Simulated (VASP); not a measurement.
# ZnSe (I-4m2) in VASP: a series of runs, part 2 of 2

VASP 6.6.1. Earlier steps stand in the parts before.

## 3. Single point, PBEsol (in-plane strain +0.02)

INCAR

```
SYSTEM = ZnSe
PREC = Accurate
ENCUT = 520
EDIFF = 1E-6
ISMEAR = 0
SIGMA = 0.01
LREAL = .False.
LASPH = .True.
NELM = 80
ALGO = Normal
ISIF = 2
LWAVE = .False.
LCHARG = .False.
GGA = PS
NBANDS = 16
```

KPOINTS

```
Automatic mesh
0
Gamma
  8 8 8
  0 0 0
```

POSCAR

```
ZnSe
1.0
    2.8729243728      2.8729243728      0.0000000000
   -2.8729243728      2.8729243728      0.0000000000
    0.0000000000      2.8729243728      2.7827934121
Zn Se
1 1
Direct
    0.0000000000      0.0000000000      0.0000000000
    0.7500000000      0.2500000000      0.5000000000
```

Potentials or basis: VASP PAW PBE potentials, release 64 (Zn, Se).

On the command line:

```bash
> cat potpaw_PBE.64/Zn/POTCAR potpaw_PBE.64/Se/POTCAR > POTCAR
> mpirun -np 1 vasp_std > vasp.out
```

OUTCAR:

```text
SYSTEM = ZnSe
   PREC = Accurate
   ENCUT = 520
   EDIFF = 1E-6
   ISMEAR = 0
   LREAL = .False.
   LASPH = .True.
   NELM = 80
   ISIF = 2
   GGA = PS

 ion  position               nearest neighbor table
   1  0.000  0.000  0.000-   2 2.46   2 2.46   2 2.46   2 2.46
   2  0.750  0.250  0.500-   1 2.46   1 2.46   1 2.46   1 2.46

  LATTYP: Found a body centered tetragonal cell.
 ALAT       =     4.0629286117
 C/A-ratio  =     1.3698460781

  Lattice vectors:

 A1 = (   2.8729243728,   0.0000000000,  -2.7827934121)
 A2 = (  -2.8729243728,   0.0000000000,  -2.7827934121)
 A3 = (   0.0000000000,   2.8729243728,   2.7827934121)

Analysis of symmetry for initial positions (statically):
=====================================================================
 Subroutine PRICEL returns:
 Original cell was already a primitive cell.

 Routine SETGRP: Setting up the symmetry group for a
 body centered tetragonal supercell.

 Subroutine GETGRP returns: Found  8 space group operations
 (whereof  8 operations were pure point group operations)
 out of a pool of 16 trial point group operations.

The static configuration has the point symmetry D_2d.

Analysis of symmetry for dynamics (positions and initial velocities):
=====================================================================
 Subroutine PRICEL returns:
 Original cell was already a primitive cell.

 Routine SETGRP: Setting up the symmetry group for a
 body centered tetragonal supercell.

 Subroutine GETGRP returns: Found  8 space group operations
 (whereof  8 operations were pure point group operations)
 out of a pool of 16 trial point group operations.

The dynamic configuration has the point symmetry D_2d.

 Subroutine INISYM returns: Found  8 space group operations
 (whereof  8 operations are pure point group operations),
 and found     1 'primitive' translations

----------------------------------------------------------------------------------------

                                     Primitive cell

[... 110 lines left out ...]
     AMIX_MAG =   1.60;   BMIX_MAG =  1.00
  volume/ion in A,a.u.               =      22.97       155.00
  Fermi-wavevector in a.u.,A,eV,Ry     =   1.197970  2.263835 19.526153  1.435132
  Thomas-Fermi vector in A             =   2.333871
   LORBIT       =      0    0 simple, 1 ext, 2 COOP (PROOUT), +10 PAW based schemes
   GGA     = PS    functional components
   LHFCALC =     F    Hartree Fock is set to
   AEXX    =    0.0000 exact exchange contribution
   IVDW    =     0    specifies the selected vdW correction
   LEPSILON=     F    determine dielectric tensor
   LRPA    =     F    only Hartree local field effects (RPA)
 non-spin polarized calculation
 Gauss-broadening in eV      SIGMA  =   0.01
  energy-cutoff  :      520.00
  volume of cell :       45.94
 maximum number of plane-waves:      1261
   NGX = 15   NGY = 15   NGZ = 15

 number of electron      18.0000007 magnetization

 Free energy of the ion-electron system (eV)
  ---------------------------------------------------
  ext. energy  EPLUGINS =         0.00000000
  ---------------------------------------------------
  free energy    TOTEN  =        -6.76512923 eV

  energy without entropy =       -6.76512923  energy(sigma->0) =       -6.76512923

 E-fermi :   1.5559     XC(G=0):  -9.4851

 val. band max:        1.4810678454   @ k =   0.0000   0.0000   0.0000
 cond. band min:       2.5389414744   @ k =   0.0000   0.0000   0.0000
 fundamental gap:      1.0578736290
 Fermi energy:         1.5558925935

 k-point     1 :       0.0000    0.0000    0.0000
  band No.  band energies     occupation
      1     -11.8156      2.00000
      2      -5.1163      2.00000
      3      -5.1163      2.00000
      4      -5.1029      2.00000
      5      -4.7526      2.00000
      6      -4.7470      2.00000
[... 433 lines left out ...]
      3      -5.0289      2.00000
      4      -4.9932      2.00000
      5      -4.7606      2.00000
      6      -4.7362      2.00000
[... 8 lines left out ...]
     15      12.5293      0.00000
     16      13.8435      0.00000

 [... further k-points ...]

------------------------ aborting loop because EDIFF is reached ----------------------------------------

  FORCE on cell =-STRESS in cart. coord.  units (eV):
  Direction    XX          YY          ZZ          XY          YZ          ZX
  --------------------------------------------------------------------------------------
  -------------------------------------------------------------------------------------
  Total       -0.5218202     -0.5218202     -0.2077919      0.0000000      0.0000000      0.0000000
  in kB      -18.2000319    -18.2000319     -7.2473616      0.0000000      0.0000000      0.0000000
  external PRESSURE =     -14.5491418 kB  Pullay stress =       0.0000000 kB

 VOLUME and BASIS-vectors are now :
 -----------------------------------------------------------------------------
  energy-cutoff  :      520.00
  volume of cell :       45.94
      direct lattice vectors                 reciprocal lattice vectors
     2.872924373  2.872924373  0.000000000     0.174038692  0.174038692 -0.179675573
    -2.872924373  2.872924373  0.000000000    -0.174038692  0.174038692 -0.179675573
     0.000000000  2.872924373  2.782793412     0.000000000  0.000000000  0.359351145

 POSITION                                       TOTAL-FORCE (eV/Angst)
 -----------------------------------------------------------------------------------
      0.00000      0.00000      0.00000        -0.000000     -0.000000      0.000000
      1.43646      4.30939      1.39140         0.000000      0.000000      0.000000
 -----------------------------------------------------------------------------------
    total drift:                               -0.000000     -0.000000     -0.000000

  FREE ENERGIE OF THE ION-ELECTRON SYSTEM (eV)
  ---------------------------------------------------
  free  energy   TOTEN  =        -6.7651292252 eV

  energy  without entropy=       -6.7651292252  energy(sigma->0) =       -6.76512923
```

OSZICAR:

```text
N       E                     dE             d eps       ncg     rms          rms(c)
DAV:   1     0.856253511532E+02    0.85625E+02   -0.87426E+03  1888   0.128E+03
DAV:   2    -0.170273089085E+01   -0.87328E+02   -0.82330E+02  2128   0.250E+02
DAV:   3    -0.702698880980E+01   -0.53243E+01   -0.53040E+01  2288   0.603E+01
DAV:   4    -0.706945393932E+01   -0.42465E-01   -0.42460E-01  2336   0.580E+00
DAV:   5    -0.706965565009E+01   -0.20171E-03   -0.20171E-03  2384   0.363E-01    0.457E+00
DAV:   6    -0.678673580964E+01    0.28292E+00   -0.62667E-01  2528   0.269E+01    0.358E+00
DAV:   7    -0.676786093776E+01    0.18875E-01   -0.16142E-01  2248   0.375E+00    0.156E+00
DAV:   8    -0.676527392826E+01    0.25870E-02   -0.38467E-03  2464   0.644E-01    0.419E-01
DAV:   9    -0.676508186419E+01    0.19206E-03   -0.82096E-04  2296   0.296E-01    0.647E-02
DAV:  10    -0.676514098264E+01   -0.59118E-04   -0.20200E-04  2424   0.173E-01    0.219E-02
DAV:  11    -0.676512881025E+01    0.12172E-04   -0.36564E-05  2616   0.868E-02    0.357E-03
DAV:  12    -0.676512922519E+01   -0.41494E-06   -0.57502E-06  2392   0.159E-02
   1 F= -.67651292E+01 E0= -.67651292E+01  d E =-.533487E-29
```

stdout:

```text
POSCAR found type information on POSCAR ZnSe
 POSCAR found :  2 types and       2 ions
 scaLAPACK will be used
 -----------------------------------------------------------------------------
|                                                                             |
|                                                                             |
|     You enforced a specific xc type in the INCAR file but a different       |
|     I HOPE YOU KNOW WHAT YOU ARE DOING!                                     |
|                                                                             |
 -----------------------------------------------------------------------------

 LDA part: xc-table for (Slater+PW92), standard interpolation
 POSCAR, INCAR and KPOINTS ok, starting setup
 FFT: planning ... GRIDC
 FFT: planning ... GRID_SOFT
 FFT: planning ... GRID
 WAVECAR not read
 entering main loop
```

Wall time 36 s (1 thread of Intel Xeon Platinum 8488C (Sapphire Rapids), shared host); peak memory 0.19 GiB.

Results:

```
Free energy            : -6.7651 eV
Pressure               : -1.5 GPa
Band gap on the k mesh : 1.06 eV
```

Caveat: the cell differs from its parent crystal (in-plane strain +0.02); the PAW data sets were made with another functional, which shifts forces and pressure a little.

## 4. Single point, PBEsol, non-collinear spin, zero start, spin-orbit coupling (film at in-plane strain +0.02)

INCAR

```
  ALGO = Normal
  EDIFF = 1E-6
  ENCUT = 520
  GGA = PS
  GGA_COMPAT = F
  ISIF = 2
  ISMEAR = 0
  LASPH = T
  LCHARG = F
  LNONCOLLINEAR = T
  LORBIT = 11
  LORBMOM = T
  LREAL = F
  LSORBIT = T
  LWAVE = F
  MAGMOM = 0 0 0 0 0 0
  NBANDS = 30
  NELM = 150
  PREC = Accurate
  SIGMA = 0.01
```

KPOINTS

```
k-points
0
Gamma
  8 8 8
```

Changes to POSCAR since step 3:

```diff
@@ -4,3 +4,3 @@
    -2.8729243728      2.8729243728      0.0000000000
-    0.0000000000      2.8729243728      2.7827934121
+    0.0000000000      2.8729243728      2.7484854822
 Zn Se
```

On the command line:

```bash
> cat potpaw_PBE.64/Zn/POTCAR potpaw_PBE.64/Se/POTCAR > POTCAR
> mpirun -np 1 vasp_ncl > vasp.out
```

Wall time 6.5 min (1 thread of Intel Xeon 8259CL, shared host); peak memory 0.39 GiB.

It converged, with:

```
Free energy                                           : -6.7887 eV
Pressure                                              : -0.7 GPa
Net moment                                            : 0.00 μB per cell
Valence electrons inside the program's atomic spheres : Zn 10.77; Se 3.88
```

Stress tensor (GPa, compression positive):
```
-1.16  0.00  0.00
 0.00 -1.16  0.00
 0.00  0.00  0.30
```

Moments on the atoms (μB; x, y, z):
```
Zn  0.00 0.00 0.00
Se  0.00 0.00 0.00
```

Caveat: the cell differs from its parent crystal (film at in-plane strain +0.02); the PAW data sets were made with another functional, which shifts forces and pressure a little.

## 5. The runs side by side

| spin | cell | gap on the mesh (eV) | pressure (GPa) |
| --- | --- | --- | --- |
| off | a = 4.063, b = 4.063, c = 3.976 Å, angles 59.3, 59.3, 90.0°, 2 atoms | 1.08 | -0.7 |
| off | a = 4.063, b = 4.063, c = 4.000 Å, angles 59.5, 59.5, 90.0°, 2 atoms | 1.06 | -1.5 |
| non-collinear, zero start, SOC | a = 4.063, b = 4.063, c = 3.976 Å, angles 59.3, 59.3, 90.0°, 2 atoms | - | -0.7 |

Alike in all rows: task single point; level PBEsol; potentials or basis VASP PAW PBE potentials, release 64 (Zn, Se); k mesh 8 × 8 × 8; cutoff (eV) 520; smearing gaussian 0.01 eV.

Caveats: the PAW data sets were made with another functional, which shifts forces and pressure a little.

Total energies depend on the potentials used, so only differences within one code and one set of settings carry meaning.
